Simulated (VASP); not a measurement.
# NdScSb2 (P4/mmm) in VASP: notebook

The runs below take NdScSb2 through single point, with PBE.

Everything below comes from runs of VASP 6.6.1. Logs are shortened: lines on timing, memory, paths and dates and some standing lists are left out, and cuts for length are marked.

**1. The cell of the first run**

Symmetry: P4/mmm, No. 123, tetragonal system. The conventional cell has a = 4.034 Å, b = 4.034 Å, c = 5.381 Å, α = 90.00°, β = 90.00°, γ = 90.00°. Within 3.5 Å of Nd (site symmetry 4/mmm) lie 6 Sb at 2.69 to 2.85 Å. Within 3.5 Å of Sc (site symmetry 4/mmm) lie 6 Sb at 2.69 to 2.85 Å. Sb (site symmetry 4/mmm) has 2 Nd at 2.69 Å and 4 Sc at 2.85 Å within 3.5 Å. Within 3.5 Å of Sb (site symmetry 4/mmm) lie 2 Sc at 2.69 Å and 4 Nd at 2.85 Å.

The cell was generated, and may not be a known phase.

**2. Single point, PBE**

The input, INCAR:

```
SYSTEM = NdScSb2
PREC     = Accurate       ! precision mode
ENCUT    = 500            ! plane-wave cutoff, eV
EDIFF    = 1E-6           ! SCF threshold, eV
ISMEAR   = 0              ! smearing method
SIGMA    = 0.1            ! smearing width, eV
LREAL    = .FALSE.        ! projectors in reciprocal space
LASPH    = .TRUE.         ! aspherical terms in the spheres
NELM     = 200            ! most SCF steps
ALGO     = Normal         ! electronic algorithm
ISIF     = 2              ! what is computed and relaxed
LWAVE    = .FALSE.        ! write WAVECAR
LCHARG   = .FALSE.        ! write CHGCAR
GGA      = PE             ! functional
NBANDS   = 24             ! bands
GGA_COMPAT= .FALSE.      
LMAXMIX  = 6              ! l up to which the mixer works
```

The input, KPOINTS:

```
Automatic mesh
0
G
  4 4 4
  0 0 0
```

The input, POSCAR:

```
NdScSb2
1.0
    4.0343318700      0.0000000000      0.0000000000
    0.0000000000      4.0343318700      0.0000000000
    0.0000000000      0.0000000000      5.3812250000
Nd Sc Sb
1 1 2
Direct
    0.0000000000      0.0000000000      0.0000000000
    0.5000000000      0.5000000000      0.5000000000
    0.0000000000      0.0000000000      0.5000000000
    0.5000000000      0.5000000000      0.0000000000
```

Potentials or basis: VASP PAW PBE potentials, release 64 (Nd_3, Sc_sv, Sb), 4f in core.

On the command line:

```
cat potpaw_PBE.64/Nd_3/POTCAR potpaw_PBE.64/Sc_sv/POTCAR potpaw_PBE.64/Sb/POTCAR > POTCAR
mpirun -np 1 vasp_std > vasp.out
```

OUTCAR:

```text
SYSTEM = NdScSb2
   PREC = Accurate
   ENCUT = 500
   EDIFF = 1E-6
   ISMEAR = 0
   LREAL = .FALSE.
   LASPH = .TRUE.
   NELM = 200
   ISIF = 2
   GGA = PE

 ion  position               nearest neighbor table
   1  0.000  0.000  0.000-   3 2.69   3 2.69   4 2.85   4 2.85   4 2.85   4 2.85
   2  0.500  0.500  0.500-   4 2.69   4 2.69   3 2.85   3 2.85   3 2.85   3 2.85
   3  0.000  0.000  0.500-   1 2.69   1 2.69   2 2.85   2 2.85   2 2.85   2 2.85
   4  0.500  0.500  0.000-   2 2.69   2 2.69   1 2.85   1 2.85   1 2.85   1 2.85

  LATTYP: Found a simple tetragonal cell.
 ALAT       =     4.0343318700
 C/A-ratio  =     1.3338577919

  Lattice vectors:

 A1 = (   4.0343318700,   0.0000000000,   0.0000000000)
 A2 = (   0.0000000000,   4.0343318700,   0.0000000000)
 A3 = (   0.0000000000,   0.0000000000,   5.3812250000)

Analysis of symmetry for initial positions (statically):
=====================================================================
 Subroutine PRICEL returns:
 Original cell was already a primitive cell.

 Routine SETGRP: Setting up the symmetry group for a
 simple tetragonal supercell.

 Subroutine GETGRP returns: Found 16 space group operations
 (whereof 16 operations were pure point group operations)
 out of a pool of 16 trial point group operations.

The static configuration has the point symmetry D_4h.

Analysis of symmetry for dynamics (positions and initial velocities):
=====================================================================
 Subroutine PRICEL returns:
 Original cell was already a primitive cell.

 Routine SETGRP: Setting up the symmetry group for a
 simple tetragonal supercell.

 Subroutine GETGRP returns: Found 16 space group operations
 (whereof 16 operations were pure point group operations)
 out of a pool of 16 trial point group operations.

The dynamic configuration has the point symmetry D_4h.

 Subroutine INISYM returns: Found 16 space group operations
 (whereof 16 operations are pure point group operations),
 and found     1 'primitive' translations

----------------------------------------------------------------------------------------

                                     Primitive cell

  volume of cell :      87.5839

  direct lattice vectors                    reciprocal lattice vectors
     4.034331870  0.000000000  0.000000000     0.247872518  0.000000000  0.000000000
     0.000000000  4.034331870  0.000000000     0.000000000  0.247872518  0.000000000
     0.000000000  0.000000000  5.381225000     0.000000000  0.000000000  0.185831293

  length of vectors
     4.034331870  4.034331870  5.381225000     0.247872518  0.247872518  0.185831293

  position of ions in fractional coordinates (direct lattice)
     0.000000000  0.000000000  0.000000000
     0.500000000  0.500000000  0.500000000
     0.000000000  0.000000000  0.500000000
     0.500000000  0.500000000  0.000000000

  ion indices of the primitive-cell ions
   primitive index   ion index
                 1           1
                 2           2
                 3           3
                 4           4

----------------------------------------------------------------------------------------

 KPOINTS: Automatic mesh

Automatic generation of k-mesh.
 Grid dimensions read from file:
 generate k-points for:    4    4    4

 Generating k-lattice:

  Cartesian coordinates                     Fractional coordinates (reciprocal lattice)
     0.061968130  0.000000000  0.000000000     0.250000000  0.000000000  0.000000000
     0.000000000  0.061968130  0.000000000     0.000000000  0.250000000  0.000000000
     0.000000000  0.000000000  0.046457823     0.000000000  0.000000000  0.250000000

  Length of vectors
     0.061968130  0.061968130  0.046457823

  Shift w.r.t. Gamma in fractional coordinates (k-lattice)
     0.000000000  0.000000000  0.000000000

 Subroutine IBZKPT returns following result:
 ===========================================

 Found     18 irreducible k-points:

 Following reciprocal coordinates:
            Coordinates               Weight
  0.000000  0.000000  0.000000      1.000000
  0.250000  0.000000  0.000000      4.000000
  0.500000  0.000000  0.000000      2.000000
  0.250000  0.250000  0.000000      4.000000
  0.500000  0.250000  0.000000      4.000000
  0.500000  0.500000  0.000000      1.000000
[... 10 lines left out ...]
  0.500000  0.250000  0.500000      4.000000
  0.500000  0.500000  0.500000      1.000000
   k-points           NKPTS =     18   k-points in BZ     NKDIM =     18   number of bands    NBANDS=     24
   number of dos      NEDOS =    301   number of ions     NIONS =      4
   total plane-waves  NPLWV =  36000
   dimension x,y,z NGX =    30 NGY =   30 NGZ =   40
   dimension x,y,z NGXF=    60 NGYF=   60 NGZF=   80
   ions per type =               1   1   2
   NGX,Y,Z   is equivalent  to a cutoff of  12.36, 12.36, 12.36 a.u.
   NGXF,Y,Z  is equivalent  to a cutoff of  24.72, 24.72, 24.71 a.u.
 SYSTEM =  NdScSb2
   PREC   = accura    normal or accurate (medium, high low for compatibility)
   ISTART =      0    job   : 0-new  1-cont  2-samecut
   ICHARG =      2    charge: 1-file 2-atom 10-const
   ISPIN  =      1    spin polarized calculation?
   LNONCOLLINEAR =      F non collinear calculations
   LSORBIT =      F    spin-orbit coupling
   LASPH  =      T    aspherical Exc in radial PAW
   ENCUT  =  500.0 eV  36.75 Ry    6.06 a.u.   7.36  7.36  9.81*2*pi/ulx,y,z
   NELM   =    200;   NELMIN=  2; NELMDL= -5     # of ELM steps
   EDIFF  = 0.1E-05   stopping-criterion for ELM
   LREAL  =      F    real-space projection
   EDIFFG = 0.1E-04   stopping-criterion for IOM
   NSW    =      0    number of steps for IOM
   IBRION =     -1    ionic relax: 0-MD 1-quasi-New 2-CG
   NFREE  =      0    steps in history (QN), initial steepest desc. (CG)
   ISIF   =      2    stress and relaxation
   ISYM   =      2    0-nonsym 1-usesym 2-fastsym
   POTIM  = 0.5000    time-step for ionic-motion
   TEBEG  =    0.0;   TEEND  =   0.0 temperature during run
   PSTRESS=    0.0 pullay stress
   NELECT =      32.0000    total number of electrons
   NUPDOWN=      -1.0000    fix difference up-down
   EMIN   =  10.00;   EMAX   =-10.00  energy-range for DOS
   EFERMI =   0.00;   METHOD = LEGACY
   ISMEAR =     0;   SIGMA  =   0.10  broadening in eV -4-tet -1-fermi 0-gaus
   EFERMI_NEDOS =   21; number of points for ismear=-14 and -15
   IALGO  =     38    algorithm
   IMIX   =      4    mixing-type and parameters
     AMIX     =   0.40;   BMIX     =  1.00
     AMIX_MAG =   1.60;   BMIX_MAG =  1.00
  volume/ion in A,a.u.               =      21.90       147.76
  Fermi-wavevector in a.u.,A,eV,Ry     =   1.170353  2.211646 18.636240  1.369725
  Thomas-Fermi vector in A             =   2.306812
   LORBIT       =      0    0 simple, 1 ext, 2 COOP (PROOUT), +10 PAW based schemes
   GGA     = PE    functional components
   LHFCALC =     F    Hartree Fock is set to
   AEXX    =    0.0000 exact exchange contribution
   IVDW    =     0    specifies the selected vdW correction
   LEPSILON=     F    determine dielectric tensor
   LRPA    =     F    only Hartree local field effects (RPA)
 non-spin polarized calculation
 Gauss-broadening in eV      SIGMA  =   0.10
  energy-cutoff  :      500.00
  volume of cell :       87.58
 maximum number of plane-waves:      2260
 NGX is ok and might be reduce to    30
   NGX = 15   NGY = 15   NGZ = 19

 number of electron      32.0000002 magnetization

 Free energy of the ion-electron system (eV)
  ---------------------------------------------------
  ext. energy  EPLUGINS =         0.00000000
  ---------------------------------------------------
  free energy    TOTEN  =       -20.67113438 eV

  energy without entropy =      -20.66614834  energy(sigma->0) =      -20.66864136

 E-fermi :   7.8778     XC(G=0): -11.0054

 val. band max:        7.8358702746   @ k =   0.0000   0.0000   0.2500
 cond. band min:       7.9769777483   @ k =   0.5000   0.5000   0.0000
 fundamental gap:      0.1411074737
 Fermi energy:         7.8778191392

 k-point     1 :       0.0000    0.0000    0.0000
  band No.  band energies     occupation
      1     -41.3398      2.00000
      2     -29.1120      2.00000
      3     -20.0512      2.00000
      4     -20.0512      2.00000
      5     -20.0255      2.00000
      6     -10.9001      2.00000
[... 16 lines left out ...]
     23      10.8476      0.00000
     24      11.5762      0.00000

 k-point     2 :       0.2500    0.0000    0.0000
  band No.  band energies     occupation
      1     -41.3391      2.00000
      2     -29.1031      2.00000
      3     -20.0680      2.00000
      4     -20.0462      2.00000
      5     -20.0237      2.00000
      6     -10.8798      2.00000
[... 16 lines left out ...]
     23      11.5732      0.00000
     24      11.7583      0.00000

 k-point     3 :       0.5000    0.0000    0.0000
  band No.  band energies     occupation
      1     -41.3384      2.00000
      2     -29.0942      2.00000
      3     -20.0848      2.00000
      4     -20.0412      2.00000
      5     -20.0218      2.00000
      6     -10.9446      2.00000
[... 16 lines left out ...]
     23      12.0239      0.00000
     24      12.7797      0.00000

 k-point     4 :       0.2500    0.2500    0.0000
  band No.  band energies     occupation
      1     -41.3382      2.00000
      2     -29.0928      2.00000
      3     -20.0648      2.00000
      4     -20.0633      2.00000
      5     -20.0222      2.00000
      6     -10.8618      2.00000
[... 16 lines left out ...]
     23      11.6829      0.00000
     24      11.8170      0.00000

 k-point     5 :       0.5000    0.2500    0.0000
  band No.  band energies     occupation
      1     -41.3374      2.00000
      2     -29.0825      2.00000
      3     -20.0818      2.00000
      4     -20.0600      2.00000
      5     -20.0207      2.00000
      6     -10.8627      2.00000
[... 16 lines left out ...]
     23      11.7555      0.00000
     24      12.2858      0.00000

 k-point     6 :       0.5000    0.5000    0.0000
  band No.  band energies     occupation
      1     -41.3364      2.00000
      2     -29.0709      2.00000
      3     -20.0788      2.00000
      4     -20.0788      2.00000
      5     -20.0195      2.00000
      6     -10.8279      2.00000
[... 16 lines left out ...]
     23      11.5314      0.00000
     24      11.5314      0.00000
[... 217 lines left out ...]
 k-point    15 :       0.5000    0.0000    0.5000
  band No.  band energies     occupation
      1     -41.3389      2.00000
      2     -29.0981      2.00000
      3     -20.0852      2.00000
      4     -20.0406      2.00000
      5     -20.0185      2.00000
      6     -10.9219      2.00000
[... 16 lines left out ...]
     23      12.0536      0.00000
     24      12.2613      0.00000

 k-point    16 :       0.2500    0.2500    0.5000
  band No.  band energies     occupation
      1     -41.3388      2.00000
      2     -29.0968      2.00000
      3     -20.0640      2.00000
      4     -20.0632      2.00000
      5     -20.0182      2.00000
      6     -10.9213      2.00000
[... 16 lines left out ...]
     23      12.1913      0.00000
     24      12.4024      0.00000

 k-point    17 :       0.5000    0.2500    0.5000
  band No.  band energies     occupation
      1     -41.3380      2.00000
      2     -29.0865      2.00000
      3     -20.0816      2.00000
      4     -20.0593      2.00000
      5     -20.0169      2.00000
      6     -10.8967      2.00000
[... 16 lines left out ...]
     23      12.3944      0.00000
     24      12.7017      0.00000

 k-point    18 :       0.5000    0.5000    0.5000
  band No.  band energies     occupation
      1     -41.3370      2.00000
      2     -29.0749      2.00000
      3     -20.0779      2.00000
      4     -20.0779      2.00000
      5     -20.0153      2.00000
      6     -10.8821      2.00000
[... 16 lines left out ...]
     23      11.3581      0.00000
     24      12.5576      0.00000

------------------------ aborting loop because EDIFF is reached ----------------------------------------

  FORCE on cell =-STRESS in cart. coord.  units (eV):
  Direction    XX          YY          ZZ          XY          YZ          ZX
  --------------------------------------------------------------------------------------
  -------------------------------------------------------------------------------------
  Total       13.5343911     13.5343911     24.7836575      0.0000000      0.0000000      0.0000000
  in kB      247.5853309    247.5853309    453.3687564      0.0000000      0.0000000      0.0000000
  external PRESSURE =     316.1798061 kB  Pullay stress =       0.0000000 kB

 VOLUME and BASIS-vectors are now :
 -----------------------------------------------------------------------------
  energy-cutoff  :      500.00
  volume of cell :       87.58
      direct lattice vectors                 reciprocal lattice vectors
     4.034331870  0.000000000  0.000000000     0.247872518  0.000000000  0.000000000
     0.000000000  4.034331870  0.000000000     0.000000000  0.247872518  0.000000000
     0.000000000  0.000000000  5.381225000     0.000000000  0.000000000  0.185831293

 POSITION                                       TOTAL-FORCE (eV/Angst)
 -----------------------------------------------------------------------------------
      0.00000      0.00000      0.00000         0.000000      0.000000      0.000000
      2.01717      2.01717      2.69061         0.000000      0.000000      0.000000
      0.00000      0.00000      2.69061         0.000000      0.000000      0.000000
      2.01717      2.01717      0.00000         0.000000      0.000000      0.000000
 -----------------------------------------------------------------------------------
    total drift:                                0.000000      0.000000      0.000000

  FREE ENERGIE OF THE ION-ELECTRON SYSTEM (eV)
  ---------------------------------------------------
  free  energy   TOTEN  =       -20.6711343770 eV

  energy  without entropy=      -20.6661483396  energy(sigma->0) =      -20.66864136
```

Wall time 55 s (1 thread of AMD EPYC 7R43 (Zen 3), shared host); peak memory 0.17 GiB.

What came out:

```yaml
Free_energy: -20.6711 eV
Pressure: 31.6 GPa
Band_gap_on_the_k_mesh: zero (bands 16 and 17 overlap by 0.94 eV)
```

Caveat: the k points lie up to 0.39 Å⁻¹ apart, too coarse for converged energies and pressures of a metal; spin-orbit coupling is left out, which moves the levels of the heavy elements; the 4f electrons are frozen in the core, so they carry no moment and show no levels.

(Continued in part 2 of 2.)

The gap in the log of VASP goes by the Fermi energy; the results here count the filled bands.